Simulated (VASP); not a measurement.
Runs of VASP 6.6.1 on MgTl. The structure is that of space group Pm-3m (No. 221), or close to it. The cells are those of the table. 

| task | cell | gap on the mesh (eV) | pressure (GPa) |
| --- | --- | --- | --- |
| single point | a = 3.706 Å, 2 atoms | none | (b) |
| electric field gradients | a = 3.659 Å, 2 atoms | none | -3.3 |
| electric field gradients | a = 3.635, b = 3.635, c = 3.671 Å, 2 atoms | none | (c) |
| single point | a = 3.623 Å, 2 atoms | none | -2.4 |
| electric field gradients | a = 3.586 Å, 2 atoms | none | -1.1 |
| electric field gradients | a = 3.623 Å, 2 atoms | none | -2.3 |
| single point | a = 3.586 Å, 2 atoms | none | -1.2 |
| single point | a = 3.635, b = 3.635, c = 3.708 Å, 2 atoms | none | (a) |

Alike in all rows: level LDA; potentials or basis VASP PAW LDA potentials, release 64 (Mg, Tl_d); no spin polarisation; k mesh 9 × 9 × 9; cutoff (eV) 520; smearing fermi-dirac 0.05 eV.

Estimate the missing entries.

(a) -3.4; (b) -4.4; (c) -3.0.

Caveats: spin-orbit coupling is left out, which moves the levels of the heavy elements.

A k mesh can miss the band edges, and the runs leave out spin-orbit coupling on Tl.

A gap of «none» marks levels without a gap at the run's occupations.
